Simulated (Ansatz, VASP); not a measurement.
Na in VASP and in Ansatz

File INCAR:

```
ALGO = Fast ; EDIFF = 1E-6
ENCUT = 520 ; GGA = CA
ISIF = 2 ; ISMEAR = 0
LASPH = True ; LCHARG = False
LREAL = False ; LWAVE = False
NBANDS = 14 ; NELM = 80
PREC = Accurate ; SIGMA = 0.15
```

File KPOINTS:

```
k-points
0
Gamma
  15 15 8
```

POSCAR

```
Na
1.0
    3.6209798977      0.0000000000      0.0000000000
   -1.8104899489      3.1358605780      0.0000000000
    0.0000000000      0.0000000000      5.8981745703
Na
2
Direct
    0.2689032601      0.6666666667      0.2500000000
    0.7310967399      0.3333333333      0.7500000000
```

Input for Ansatz:

```yaml
crystal:
  lattice:
    - [3.6209798977, 0.0, 0.0]
    - [-1.8104899489, 3.135860578, 0.0]
    - [0.0, 0.0, 5.8981745703]
  atoms:
    - { symbol: Na, position: [0.2689032601, 0.6666666667, 0.25] }
    - { symbol: Na, position: [0.7310967399, 0.3333333333, 0.75] }
basis:
  ecutwfc: 520.0
kpoints:
  mp_grid: { grid: [15, 15, 8] }
hamiltonian:
  xc: lda
  pseudopotentials: { kind: paw }
scf:
  occupations: { method: gaussian, width: 0.15 }
output:
  forces: true
  stress: true
  eigenvalues: true
```

Change from the starting cell: mode 4 frozen in at -0.233 Å, equal normal strain along x and y +0.0000.

Alike in both runs: task single point; functional LDA; k mesh 15 × 15 × 8; occupations gaussian, width 0.15 eV; no spin polarisation.

```csv
,VASP,Ansatz
version,VASP 6.6.1,Ansatz 0.2.0
potentials or method,"VASP PAW LDA potentials, release 64 (Na_pv), cutoff 520 eV","scalar-relativistic, plane waves, PAW"
valence electrons in the cell,14,18
```

```tsv
	VASP	Ansatz	Ansatz less VASP
gap on the k mesh at the Fermi level (eV)	none	none	-
pressure (GPa)	0.0	0.0	+0.04
traceless stress, the component that is largest in VASP (GPa)	0.39	0.38	-0.001
rms of the force components (eV/Å)	0.038	0.038	-0.0002
```

LDA's correlation is that of Perdew and Zunger in VASP and of Perdew and Wang (1992) in Ansatz. Atom by atom the forces differ by 0.000 eV/Å (rms over components). A gap of «none» marks a metal or a gap that the smearing closes. VASP's potentials hold 14 valence electrons a cell and Ansatz's 18, so a difference there can come from the potentials and not from the codes.
